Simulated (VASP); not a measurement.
**ZrC: single point with B3LYP**

The system is ZrC.

```
Zr C
1.0
     0.00000    2.56013    2.56013
     2.56013    0.00000    2.56013
     2.56013    2.56013    0.00000
Zr C
1 1
Direct
  0.50000 0.50000 0.50000
  0.75000 0.75000 0.75000
```

| Item | Value |
| --- | --- |
| Program | VASP 6.6.1 |
| Task | single point |
| Functional | B3LYP |
| Potentials or basis | VASP PAW PBE potentials, release 64 (Zr_sv, C) |
| Cutoff | 520 eV |
| k mesh | 5 × 5 × 5 |
| Occupations | fermi-dirac, width 0.05 eV |
| Spin | no spin polarisation |

The pressure is 0.2 GPa. The band gap on the k mesh is 1.97 eV.

Levels at points of the mesh, in eV from the valence-band top:
| k point | band 5 | band 6 | band 7 | band 8 | band 9 | band 10 | band 11 | band 12 |
| --- | --- | --- | --- | --- | --- | --- | --- | --- |
| (0.00, 0.00, 0.00) | -10.44 | -2.15 | -2.15 | -2.15 | 4.74 | 4.74 | 5.05 | 10.20 |

It took 12 min on 1 thread of Intel(R) Xeon(R) Platinum 8259CL CPU @ 2.50GHz (Skylake/Cascade Lake), with other jobs on the host, peak memory 0.18 GiB.

Caveat: the k points lie up to 0.43 Å⁻¹ apart; the PAW data sets were made with another functional, which shifts forces and pressure a little; an odd mesh through Γ misses points on the zone boundary, where band edges can lie.
